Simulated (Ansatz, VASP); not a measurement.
**Two plane-wave programs on Te6Mo3H**

INCAR

```
SYSTEM = Te6Mo3H
PREC     = Accurate       ! precision mode
ENCUT    = 400            ! plane-wave cutoff, eV
EDIFF    = 1E-6           ! SCF threshold, eV
ISMEAR   = 0              ! smearing method
SIGMA    = 0.05           ! smearing width, eV
LREAL    = .False.        ! projectors in reciprocal space
LASPH    = .True.         ! aspherical terms in the spheres
NELM     = 120            ! most SCF steps
ALGO     = Normal         ! electronic algorithm
ISIF     = 2              ! what is computed and relaxed
LWAVE    = .False.        ! write WAVECAR
LCHARG   = .False.        ! write CHGCAR
GGA      = PS             ! functional
IVDW     = 12             ! dispersion correction
NBANDS   = 50             ! bands
GGA_COMPAT= .False.
```

The input KPOINTS:

```
regular mesh
0
Gamma
  9 9 2
  0 0 0
```

POSCAR

```
Te6Mo3H
1.0
    3.4334342720      0.0000000000      0.0000000000
   -1.7167171360      2.9734413017      0.0000000000
    0.0000000000      0.0000000000     20.7704294686
Te Mo H
6 3 1
Direct
    0.0000000000      0.0000000000      0.9125759363
    0.3333333333      0.6666666667      0.5917818730
    0.3333333333      0.6666666667      0.2333053354
    0.3333333333      0.6666666667      0.7666946646
    0.3333333333      0.6666666667      0.4082181270
    0.0000000000      0.0000000000      0.0874240637
    0.0000000000      0.0000000000      0.6791511892
    0.0000000000      0.0000000000      0.3208488108
    0.3333333333      0.6666666667      0.0000000000
   -0.3856431633     -0.5261549150      0.8356769680
```

Input for Ansatz:

```yaml
crystal:
  lattice:
    - [3.433434272, 0.0, 0.0]
    - [-1.716717136, 2.9734413017, 0.0]
    - [0.0, 0.0, 20.7704294686]
  atoms:
    - { symbol: Te, position: [0.0, 0.0, 0.9125759363] }
    - { symbol: Te, position: [0.3333333333, 0.6666666667, 0.591781873] }
    - { symbol: Te, position: [0.3333333333, 0.6666666667, 0.2333053354] }
    - { symbol: Te, position: [0.3333333333, 0.6666666667, 0.7666946646] }
    - { symbol: Te, position: [0.3333333333, 0.6666666667, 0.408218127] }
    - { symbol: Te, position: [0.0, 0.0, 0.0874240637] }
    - { symbol: Mo, position: [0.0, 0.0, 0.6791511892] }
    - { symbol: Mo, position: [0.0, 0.0, 0.3208488108] }
    - { symbol: Mo, position: [0.3333333333, 0.6666666667, 0.0] }
    - { symbol: H, position: [-0.3856431633, -0.526154915, 0.835676968] }
basis:
  ecutwfc: 420
kpoints:
  mp_grid: { grid: [9, 9, 2] }
hamiltonian:
  xc: pbesol
  pseudopotentials: { kind: paw, azcp: { folder: soft_1 } }
  dispersion: d3bj
scf:
  occupations: { method: gaussian, width: 0.05 }
output:
  forces: true
  stress: true
  eigenvalues: true
  write_density: true
  write_potential: true
  elf: true
  volumetric_format: npy
```

Alike in both runs: task single point; functional PBEsol; dispersion D3(BJ); k mesh 9 × 9 × 2; occupations gaussian, width 0.05 eV; no spin polarisation.

|  | VASP | Ansatz |
| --- | --- | --- |
| version | VASP 6.6.1 | Ansatz 0.2.0 |
| potentials or method | VASP PAW PBE potentials, release 64 (Te, Mo_sv, H), cutoff 400 eV | scalar-relativistic, plane waves, PAW |
| valence electrons in the cell | 79 | 139 |

```csv
,VASP,Ansatz,Ansatz less VASP
gap on the k mesh at the Fermi level (eV),none,none,-
pressure (GPa),0.2,0.3,+0.08
"traceless stress, the component that is largest in VASP (GPa)",0.65,0.58,-0.069
rms of the force components (eV/Å),0.085,0.084,-0.0012
```

VASP's potentials were made for PBE, not for PBEsol, and Ansatz warns of the same on its side. Atom by atom the forces differ by 0.014 eV/Å (rms over components). A gap of «none» marks a metal or a gap that the smearing closes. VASP's potentials hold 79 valence electrons a cell and Ansatz's 139, so a difference there can come from the potentials and not from the codes.

Neither program's run includes spin-orbit coupling.
